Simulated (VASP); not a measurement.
# PtSe2 (P-3m1) in VASP: a series of runs

The runs below take PtSe2 through single point, with LDA.

All numbers are computed with VASP 6.6.1; they aren't measurements. Logs are shortened: lines on timing, memory, paths and dates and some standing lists are left out, and cuts for length are marked.

### 1 The cell of the first run

It takes space group P-3m1 (No. 164, trigonal). The conventional cell has a = 3.724 Å, b = 3.724 Å, c = 5.062 Å, α = 90.00°, β = 90.00°, γ = 120.00°. Within 3.3 Å of Pt (site symmetry -3m) lie 6 Se at 2.49 Å. Within 3.4 Å of Se (site symmetry 3m) lie 3 Pt at 2.49 Å and 6 Se at 3.32 Å.

### 2 Single point, LDA

INCAR reads:

```
  ALGO = Normal
  EDIFF = 1E-7
  ENCUT = 520
  GGA = CA
  ISIF = 2
  ISMEAR = -1
  LASPH = T
  LCHARG = F
  LREAL = F
  LWAVE = F
  NBANDS = 18
  NELM = 100
  PREC = Accurate
  SIGMA = 0.02
```

KPOINTS reads:

```
k-points
0
Gamma
  12 12 10
```

POSCAR reads:

```
PtSe2
1.0
    3.7240006046      0.0000000000      0.0000000000
   -1.8620003023      3.2250791273      0.0000000000
    0.0000000000      0.0000000000      5.0620000000
Pt Se
1 2
Direct
    0.0000000000      0.0000000000      0.0000000000
    0.3333333333      0.6666666667      0.2500000000
    0.6666666667      0.3333333333      0.7500000000
```

Potentials or basis: VASP PAW LDA potentials, release 64 (Pt, Se).

The run is started by

```bash
$ cat potpaw_LDA.64/Pt/POTCAR potpaw_LDA.64/Se/POTCAR > POTCAR
$ mpirun -np 1 vasp_std > vasp.out
```

OUTCAR:

```text
EDIFF = 1E-7
   ENCUT = 520
   GGA = CA
   ISIF = 2
   ISMEAR = -1
   LASPH = T
   LREAL = F
   NELM = 100
   PREC = Accurate

 ion  position               nearest neighbor table
   1  0.000  0.000  0.000-   2 2.49   3 2.49   3 2.49   2 2.49   3 2.49   2 2.49
   2  0.333  0.667  0.250-   1 2.49   1 2.49   1 2.49
   3  0.667  0.333  0.750-   1 2.49   1 2.49   1 2.49

  LATTYP: Found a hexagonal cell.
 ALAT       =     3.7240006046
 C/A-ratio  =     1.3592908642

  Lattice vectors:

 A1 = (   3.7240006046,   0.0000000000,   0.0000000000)
 A2 = (  -1.8620003023,   3.2250791273,   0.0000000000)
 A3 = (   0.0000000000,   0.0000000000,   5.0620000000)

Analysis of symmetry for initial positions (statically):
=====================================================================
 Subroutine PRICEL returns:
 Original cell was already a primitive cell.

 Routine SETGRP: Setting up the symmetry group for a
 hexagonal supercell.

 Subroutine GETGRP returns: Found 12 space group operations
 (whereof 12 operations were pure point group operations)
 out of a pool of 24 trial point group operations.

The static configuration has the point symmetry D_3d.

Analysis of symmetry for dynamics (positions and initial velocities):
=====================================================================
 Subroutine PRICEL returns:
 Original cell was already a primitive cell.

 Routine SETGRP: Setting up the symmetry group for a
 hexagonal supercell.

 Subroutine GETGRP returns: Found 12 space group operations
 (whereof 12 operations were pure point group operations)
 out of a pool of 24 trial point group operations.

The dynamic configuration has the point symmetry D_3d.

 Subroutine INISYM returns: Found 12 space group operations
 (whereof 12 operations are pure point group operations),
 and found     1 'primitive' translations

----------------------------------------------------------------------------------------

                                     Primitive cell

  volume of cell :      60.7956

  direct lattice vectors                    reciprocal lattice vectors
     3.724000605  0.000000000  0.000000000     0.268528420  0.155034956  0.000000000
    -1.862000302  3.225079127  0.000000000     0.000000000  0.310069912  0.000000000
     0.000000000  0.000000000  5.062000000     0.000000000  0.000000000  0.197550375

  length of vectors
     3.724000605  3.724000605  5.062000000     0.310069912  0.310069912  0.197550375

  position of ions in fractional coordinates (direct lattice)
     0.000000000  0.000000000  0.000000000
     0.333333333  0.666666667  0.250000000
     0.666666667  0.333333333  0.750000000

  ion indices of the primitive-cell ions
   primitive index   ion index
                 1           1
                 2           2
                 3           3

----------------------------------------------------------------------------------------

 KPOINTS: k-points

Automatic generation of k-mesh.
 Grid dimensions read from file:
 generate k-points for:   12   12   10

 Generating k-lattice:

  Cartesian coordinates                     Fractional coordinates (reciprocal lattice)
     0.022377368  0.012919580  0.000000000     0.083333333  0.000000000  0.000000000
     0.000000000  0.025839159  0.000000000     0.000000000  0.083333333  0.000000000
     0.000000000  0.000000000  0.019755038     0.000000000  0.000000000  0.100000000

  Length of vectors
     0.025839159  0.025839159  0.019755038

  Shift w.r.t. Gamma in fractional coordinates (k-lattice)
     0.000000000  0.000000000  0.000000000

 Subroutine IBZKPT returns following result:
 ===========================================

 Found    162 irreducible k-points:

 Following reciprocal coordinates:
            Coordinates               Weight
  0.000000  0.000000  0.000000      1.000000
  0.083333  0.000000  0.000000      6.000000
  0.166667 -0.000000  0.000000      6.000000
  0.250000  0.000000  0.000000      6.000000
  0.333333 -0.000000  0.000000      6.000000
  0.416667  0.000000  0.000000      6.000000
[... 16 lines left out ...]
  0.166667 -0.000000  0.100000      6.000000
  0.000000  0.166667  0.100000      6.000000
 [... further k-points ...]
   k-points           NKPTS =    162   k-points in BZ     NKDIM =    162   number of bands    NBANDS=     18
   number of dos      NEDOS =    301   number of ions     NIONS =      3
   total plane-waves  NPLWV =  31360
   dimension x,y,z NGX =    28 NGY =   28 NGZ =   40
   dimension x,y,z NGXF=    56 NGYF=   56 NGZF=   80
   ions per type =               1   2
   NGX,Y,Z   is equivalent  to a cutoff of  12.50, 12.50, 13.14 a.u.
   NGXF,Y,Z  is equivalent  to a cutoff of  25.00, 25.00, 26.27 a.u.
 SYSTEM =  unknown system
   PREC   = accura    normal or accurate (medium, high low for compatibility)
   ISTART =      0    job   : 0-new  1-cont  2-samecut
   ICHARG =      2    charge: 1-file 2-atom 10-const
   ISPIN  =      1    spin polarized calculation?
   LNONCOLLINEAR =      F non collinear calculations
   LSORBIT =      F    spin-orbit coupling
   LASPH  =      T    aspherical Exc in radial PAW
   ENCUT  =  520.0 eV  38.22 Ry    6.18 a.u.   6.92  6.92  9.41*2*pi/ulx,y,z
   NELM   =    100;   NELMIN=  2; NELMDL= -5     # of ELM steps
   EDIFF  = 0.1E-06   stopping-criterion for ELM
   LREAL  =      F    real-space projection
   EDIFFG = 0.1E-05   stopping-criterion for IOM
   NSW    =      0    number of steps for IOM
   IBRION =     -1    ionic relax: 0-MD 1-quasi-New 2-CG
   NFREE  =      0    steps in history (QN), initial steepest desc. (CG)
   ISIF   =      2    stress and relaxation
   ISYM   =      2    0-nonsym 1-usesym 2-fastsym
   POTIM  = 0.5000    time-step for ionic-motion
   TEBEG  =    0.0;   TEEND  =   0.0 temperature during run
   PSTRESS=    0.0 pullay stress
   NELECT =      22.0000    total number of electrons
   NUPDOWN=      -1.0000    fix difference up-down
   EMIN   =  10.00;   EMAX   =-10.00  energy-range for DOS
   EFERMI =   0.00;   METHOD = LEGACY
   ISMEAR =    -1;   SIGMA  =   0.02  broadening in eV -4-tet -1-fermi 0-gaus
   EFERMI_NEDOS =   21; number of points for ismear=-14 and -15
   IALGO  =     38    algorithm
   IMIX   =      4    mixing-type and parameters
     AMIX     =   0.40;   BMIX     =  1.00
     AMIX_MAG =   1.60;   BMIX_MAG =  1.00
  volume/ion in A,a.u.               =      20.27       136.76
  Fermi-wavevector in a.u.,A,eV,Ry     =   1.166608  2.204570 18.517180  1.360974
  Thomas-Fermi vector in A             =   2.303119
   LORBIT       =      0    0 simple, 1 ext, 2 COOP (PROOUT), +10 PAW based schemes
   GGA     = CA    functional components
   LHFCALC =     F    Hartree Fock is set to
   AEXX    =    0.0000 exact exchange contribution
   IVDW    =     0    specifies the selected vdW correction
   LEPSILON=     F    determine dielectric tensor
   LRPA    =     F    only Hartree local field effects (RPA)
 non-spin polarized calculation
  energy-cutoff  :      520.00
  volume of cell :       60.80
 maximum number of plane-waves:      1654
   NGX = 13   NGY = 13   NGZ = 19

 number of electron      21.9999998 magnetization

 Free energy of the ion-electron system (eV)
  ---------------------------------------------------
  ext. energy  EPLUGINS =         0.00000000
  ---------------------------------------------------
  free energy    TOTEN  =       -17.05907340 eV

  energy without entropy =      -17.05799226  energy(sigma->0) =      -17.05853283

 E-fermi :   6.5117     XC(G=0): -10.8991

 val. band max:        6.5053646042   @ k =  -0.0833   0.3333   0.3000
 cond. band min:       6.5181678273   @ k =  -0.2500  -0.4167   0.1000
 fundamental gap:      0.0128032231
 Fermi energy:         6.5117272379

 k-point     1 :       0.0000    0.0000    0.0000
  band No.  band energies     occupation
      1      -9.2137      2.00000
      2      -6.3895      2.00000
      3      -0.6982      2.00000
      4       0.0003      2.00000
      5       0.0003      2.00000
      6       2.4862      2.00000
[... 10 lines left out ...]
     17      13.7493      0.00000
     18      18.2300      0.00000

 k-point     2 :       0.0833    0.0000    0.0000
  band No.  band energies     occupation
      1      -9.1352      2.00000
      2      -6.4252      2.00000
      3      -0.6048      2.00000
      4       0.0509      2.00000
      5       0.0573      2.00000
      6       2.3805      2.00000
[... 10 lines left out ...]
     17      14.0129      0.00000
     18      16.9968      0.00000

 k-point     3 :       0.1667   -0.0000    0.0000
  band No.  band energies     occupation
      1      -8.9075      2.00000
      2      -6.5242      2.00000
      3      -0.3399      2.00000
      4       0.1907      2.00000
      5       0.2275      2.00000
      6       1.9835      2.00000
[... 10 lines left out ...]
     17      14.6426      0.00000
     18      15.5060      0.00000

 k-point     4 :       0.2500    0.0000    0.0000
  band No.  band energies     occupation
      1      -8.5560      2.00000
      2      -6.6679      2.00000
      3       0.0099      2.00000
      4       0.3796      2.00000
      5       0.5130      2.00000
      6       1.2661      2.00000
[... 10 lines left out ...]
     17      14.6474      0.00000
     18      14.8414      0.00000

 k-point     5 :       0.3333   -0.0000    0.0000
  band No.  band energies     occupation
      1      -8.1282      2.00000
      2      -6.8410      2.00000
      3      -0.0620      2.00000
      4       0.5479      2.00000
      5       0.7398      2.00000
      6       1.1539      2.00000
[... 10 lines left out ...]
     17      14.3632      0.00000
     18      15.2543      0.00000

 k-point     6 :       0.4167    0.0000    0.0000
  band No.  band energies     occupation
      1      -7.6950      2.00000
      2      -7.0479      2.00000
      3      -0.6175      2.00000
      4       0.6396      2.00000
      5       1.0125      2.00000
      6       1.8039      2.00000
[... 10 lines left out ...]
     17      13.9670      0.00000
     18      16.6022      0.00000

 k-point     7 :       0.5000    0.0000    0.0000
  band No.  band energies     occupation
      1      -7.3641      2.00000
      2      -7.2849      2.00000
      3      -0.8549      2.00000
      4       0.6635      2.00000
      5       1.1678      2.00000
      6       2.2613      2.00000
[... 10 lines left out ...]
     17      13.8255      0.00000
     18      17.7350      0.00000

 k-point     8 :       0.0833    0.0833    0.0000
  band No.  band energies     occupation
      1      -8.9820      2.00000
      2      -6.4923      2.00000
      3      -0.4246      2.00000
      4       0.1490      2.00000
      5       0.1663      2.00000
      6       2.2265      2.00000
[... 10 lines left out ...]
     17      14.5615      0.00000
     18      15.8141      0.00000
[... 229 lines left out ...]
     17      15.2155      0.00000
     18      16.8513      0.00000

 k-point    20 :       0.0000    0.0000    0.1000
  band No.  band energies     occupation
      1      -9.1762      2.00000
      2      -6.4855      2.00000
      3      -0.5573      2.00000
      4       0.0052      2.00000
      5       0.0052      2.00000
      6       2.4830      2.00000
[... 10 lines left out ...]
     17      13.7160      0.00000
     18      18.0488      0.00000

 k-point    21 :       0.0833    0.0000    0.1000
  band No.  band energies     occupation
      1      -9.0977      2.00000
      2      -6.5163      2.00000
      3      -0.4909      2.00000
      4       0.0665      2.00000
      5       0.0692      2.00000
      6       2.3881      2.00000
[... 10 lines left out ...]
     17      13.7809      0.00000
     18      16.4912      0.00000

 k-point    22 :       0.0000    0.0833    0.1000
  band No.  band energies     occupation
      1      -9.0984      2.00000
      2      -6.5136      2.00000
      3      -0.5085      2.00000
      4       0.0442      2.00000
      5       0.1027      2.00000
      6       2.3614      2.00000
[... 10 lines left out ...]
     17      14.1822      0.00000
     18      16.4143      0.00000

 k-point    23 :       0.1667   -0.0000    0.1000
  band No.  band energies     occupation
      1      -8.8689      2.00000
      2      -6.6071      2.00000
      3      -0.2614      2.00000
      4       0.2169      2.00000
      5       0.2461      2.00000
      6       2.0327      2.00000
[... 10 lines left out ...]
     17      14.2532      0.00000
     18      15.2496      0.00000

 k-point    24 :       0.0000    0.1667    0.1000
  band No.  band energies     occupation
      1      -8.8747      2.00000
      2      -6.5881      2.00000
      3      -0.3874      2.00000
      4       0.1703      2.00000
      5       0.3782      2.00000
      6       1.9071      2.00000
[... 10 lines left out ...]
     17      15.0253      0.00000
     18      15.0968      0.00000

 [... further k-points ...]

------------------------ aborting loop because EDIFF is reached ----------------------------------------

  FORCE on cell =-STRESS in cart. coord.  units (eV):
  Direction    XX          YY          ZZ          XY          YZ          ZX
  --------------------------------------------------------------------------------------
  -------------------------------------------------------------------------------------
  Total        0.1305696      0.1305696     -0.3463978      0.0000000      0.0000000      0.0000000
  in kB        3.4409671      3.4409671     -9.1287961      0.0000000      0.0000000      0.0000000
  external PRESSURE =      -0.7489540 kB  Pullay stress =       0.0000000 kB

 VOLUME and BASIS-vectors are now :
 -----------------------------------------------------------------------------
  energy-cutoff  :      520.00
  volume of cell :       60.80
      direct lattice vectors                 reciprocal lattice vectors
     3.724000605  0.000000000  0.000000000     0.268528420  0.155034956  0.000000000
    -1.862000302  3.225079127  0.000000000     0.000000000  0.310069912  0.000000000
     0.000000000  0.000000000  5.062000000     0.000000000  0.000000000  0.197550375

 POSITION                                       TOTAL-FORCE (eV/Angst)
 -----------------------------------------------------------------------------------
      0.00000      0.00000      0.00000         0.000000      0.000000     -0.000000
     -0.00000      2.15005      1.26550        -0.000000      0.000000      0.212234
      1.86200      1.07503      3.79650         0.000000     -0.000000     -0.212234
 -----------------------------------------------------------------------------------
    total drift:                               -0.000000     -0.000000     -0.000000

  FREE ENERGIE OF THE ION-ELECTRON SYSTEM (eV)
  ---------------------------------------------------
  free  energy   TOTEN  =       -17.0590733973 eV

  energy  without entropy=      -17.0579922625  energy(sigma->0) =      -17.05853283
```

Wall time 99 s (1 thread of AMD EPYC 7R13 (Zen 3), shared host); peak memory 0.26 GiB.

Results:

- Free energy: -17.0591 eV
- Pressure: -0.1 GPa
- Largest force: 0.212 eV/Å
- Band gap on the k mesh: zero (bands 11 and 12 overlap by 0.44 eV)

Forces on the atoms (eV/Å):
```
Pt   0.000  0.000  0.000
Se   0.000  0.000  0.212
Se   0.000  0.000 -0.212
```

Levels at points of the mesh, in eV from the Fermi level:
```
           k point  band 8  band 9  band 10  band 11  band 12  band 13  band 14  band 15
(0.00, 0.00, 0.00)   -2.57   -1.06    -1.06     0.40     1.45     1.45     3.51     4.04
(0.50, 0.00, 0.00)   -3.55   -3.51    -3.43    -2.98     0.62     2.34     4.74     5.74
(0.00, 0.00, 0.50)   -3.00   -1.70    -1.50    -1.50     2.29     2.29     4.72     6.22
(0.50, 0.00, 0.50)   -3.52   -3.23    -2.85    -1.37     0.97     1.47     4.52     4.64
```

Caveat: spin-orbit coupling is left out, which moves the levels of the heavy elements.

[end of part 1 of 2]
